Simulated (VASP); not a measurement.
A run of VASP 6.6.1 is set up as follows.

Contents of INCAR:

```
SYSTEM = Be
ALGO = Fast
EDIFF = 1E-7
ENCUT = 520
GGA = PS
ISIF = 2
ISMEAR = 0
LASPH = .TRUE.
LCHARG = .TRUE.
LELF = .TRUE.
LREAL = .FALSE.
LVHAR = .TRUE.
LWAVE = .FALSE.
NBANDS = 9
NELM = 100
PREC = Accurate
SIGMA = 0.15
```

File KPOINTS:

```
k-points
0
G
  24 24 14
  0 0 0
```

Contents of POSCAR:

```
Be
1.0
    2.2995019849      0.0000000000      0.0000000000
   -1.1497509925      2.0909984917      0.0000000000
    0.0000000000      0.0000000000      3.6009000000
Be
2
Direct
    0.3333333333      0.6666666667      0.2500000000
    0.6666666667      0.3333333333      0.7500000000
```

Potentials or basis: VASP PAW PBE potentials, release 64 (Be).

Launch:

```console
$ cat potpaw_PBE.64/Be/POTCAR > POTCAR
$ mpirun -np 1 vasp_std > vasp.out
```

(1) Estimate the largest force.

(2) What does it give for the band gap on the k mesh?

(3) Estimate the pressure.

Results:

(1) 0.080 eV/Å.

(2) zero (bands 2 and 3 overlap by 2.08 eV).

(3) -9.7 GPa.

Caveat: the cell differs from its parent crystal (strain +0.0500 x Voigt [0, 1, 0, 0, 0, 0]); the stress differs along the axes, from -18 to -5 GPa; the PAW data sets were made with another functional, which shifts forces and pressure a little.
